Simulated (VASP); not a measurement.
Here is a VASP 6.6.1 calculation.

The input INCAR:

```
SYSTEM = NaCl
PREC = Accurate ; ENCUT = 520
EDIFF = 1E-7 ; ISMEAR = -1
SIGMA = 0.05 ; LREAL = .FALSE.
LASPH = .TRUE. ; NELM = 80
ALGO = Normal ; ISIF = 2
LWAVE = .FALSE. ; LCHARG = .FALSE.
GGA = PS ; NBANDS = 14
```

The input KPOINTS:

```
Automatic mesh
0
G
  8 8 8
  0 0 0
```

File POSCAR:

```
NaCl
1.0
    3.5021900000      0.0000000000      0.0000000000
    0.0000000000      3.5021900000      0.0000000000
    0.0000000000      0.0000000000      3.5021900000
Cl Na
1 1
Direct
    0.5000000000      0.5000000000      0.5000000000
    0.0000000000      0.0000000000      0.0000000000
```

Potentials or basis: VASP PAW PBE potentials, release 64 (Cl, Na_pv).

Run with:

```bash
$ cat potpaw_PBE.64/Cl/POTCAR potpaw_PBE.64/Na_pv/POTCAR > POTCAR
$ mpirun -np 1 vasp_std > vasp.out
```

Problem. Predict the band gap on the k mesh.

Solution. 3.84 eV, indirect (least direct gap 4.34 eV).

Problem. Predict the pressure.

Solution. -1.2 GPa.

Caveat: the PAW data sets were made with another functional, which shifts forces and pressure a little. A k mesh can miss the band edges.
